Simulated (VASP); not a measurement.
Here is a VASP 6.6.1 calculation.

The input INCAR:

```
AGGAC = 1.0
AGGAX = 1.0
ALDAC = 0.0
ALDAX = 1.0
ALGO = Normal
EDIFF = 1E-6
ENCUT = 600
GGA = B5
GGA_COMPAT = False
ISIF = 2
ISMEAR = -1
ISPIN = 2
IVDW = 12
LASPH = True
LCHARG = False
LMAXMIX = 4
LORBIT = 11
LREAL = False
LWAVE = False
MAGMOM = 2 2 0 0 0 0
NBANDS = 38
NELM = 200
PREC = Accurate
SIGMA = 0.05
VDW_A1 = 0.4298
VDW_A2 = 4.2359
VDW_S6 = 1.0
VDW_S8 = 2.6996
```

The input KPOINTS:

```
k-points
0
Gamma
  6 6 9
```

POSCAR

```
VO2
1.0
    4.5582256285      0.0000000000      0.0000000000
    0.0000000000      4.5582256285      0.0000000000
    0.0000000000      0.0000000000      2.8418878177
V O
2 4
Direct
    0.5000000000      0.5000000000      0.5000000000
    0.0000000000      0.0000000000      0.0000000000
    0.2007214880      0.7992785120      0.5000000000
    0.7992785120      0.2007214880      0.5000000000
    0.7007214880      0.7007214880      0.0000000000
    0.2992785120      0.2992785120      0.0000000000
```

Potentials or basis: VASP PAW PBE potentials, release 64 (V_sv, O).

Command:

```bash
$ cat potpaw_PBE.64/V_sv/POTCAR potpaw_PBE.64/O/POTCAR > POTCAR
$ mpirun -np 1 vasp_std > vasp.out
```

Estimate the site moments.

V +1.03; O -0.04 μB.

Predict the largest force.

0.032 eV/Å.

Estimate the pressure.

0.9 GPa.

Estimate the band gap on the k mesh.

zero (filled and empty bands overlap).

Stress tensor (GPa, compression positive):
```
0.73 0.00 0.00
0.00 0.73 0.00
0.00 0.00 1.14
```

Caveat: the PAW data sets were made with another functional, which shifts forces and pressure a little; semilocal functionals often make such compounds metallic where correlation or magnetic order opens a gap, which also shifts bond lengths; pairwise dispersion overbinds metals, which lowers pressure and volume. With open d or f shells a metallic result of BLYP can be an artefact of self-interaction; +U or a hybrid may open a gap.
